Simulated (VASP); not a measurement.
**TaN: single point with PBE**

TaN:

```xyz
2
Lattice="0.0000 2.1644 2.1644 2.1644 0.0000 2.1644 2.1644 2.1644 0.0000" Properties=species:S:1:pos:R:3 pbc="T T T"
Ta    2.1644    2.1644    2.1644
N     0.0000    0.0000    0.0000
```

```yaml
Program: VASP 6.6.1
Task: single point
Functional: PBE
Potentials_or_basis: VASP PAW PBE potentials, release 64 (Ta_pv, N)
Cutoff: 520 eV
k_mesh: 11 × 11 × 11
Occupations: fermi-dirac, width 0.1 eV
Spin: no spin polarisation
Dipole_correction: no
Further_INCAR_settings: ALGO = Normal; EDIFF = 1e-06; NBANDS = 15
```

The pressure is 24.1 GPa and the band gap on the k mesh is zero (band 8 reaches 11.89 eV, above the bottom of band 9 at 7.85 eV).

Levels at points of the mesh, in eV from the Fermi level:
```tsv
k point	band 4	band 5	band 6	band 7	band 8	band 9	band 10	band 11	band 12	band 13
(0.00, 0.00, 0.00)	-19.28	-3.99	-3.99	-3.99	-2.27	-2.27	-2.27	0.05	0.05	1.91
```

It took 11 s on 1 thread of AMD EPYC 9R45 96-Core Processor (Zen 5), on a shared host, peak memory 0.12 GiB.

Caveat: spin-orbit coupling is left out, which moves the levels of the heavy elements.
